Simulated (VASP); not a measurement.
A run of VASP 6.6.1 is set up as follows.

Contents of INCAR:

```
SYSTEM = BaS
ALGO = Normal
EDIFF = 1E-6
ENCUT = 520
GGA_COMPAT = .False.
ISIF = 2
ISMEAR = -5
LASPH = .True.
LCHARG = .True.
LORBIT = 11
LORBMOM = .True.
LREAL = .False.
LSORBIT = .True.
LVHAR = .True.
LWAVE = .False.
MAGMOM = 0 0 0 0 0 0
NBANDS = 28
NELM = 150
PREC = Accurate
SIGMA = 0.05
```

The input KPOINTS:

```
k-points
0
Gamma
  5 5 5
  0 0 0
```

POSCAR

```
BaS
1.0
    0.0000000000      3.1937500000      3.1937500000
    3.1937500000      0.0000000000      3.1937500000
    3.1937500000      3.1937500000      0.0000000000
Ba S
1 1
Direct
    0.0000000000      0.0000000000      0.0000000000
    0.5000000000      0.5000000000      0.5000000000
```

Potentials or basis: VASP PAW LDA potentials, release 64 (Ba_sv, S).

Run with:

```sh
$ cat potpaw_LDA.64/Ba_sv/POTCAR potpaw_LDA.64/S/POTCAR > POTCAR
$ mpirun -np 1 vasp_ncl > vasp.out
```

**Question.** Predict the net moment.

**Answer.** 0.00 μB per cell.

**Question.** Estimate the pressure.

**Answer.** -1.8 GPa.

Moments on the atoms (μB; x, y, z):
```
Ba  0.00 0.00 0.00
S   0.00 0.00 0.00
```
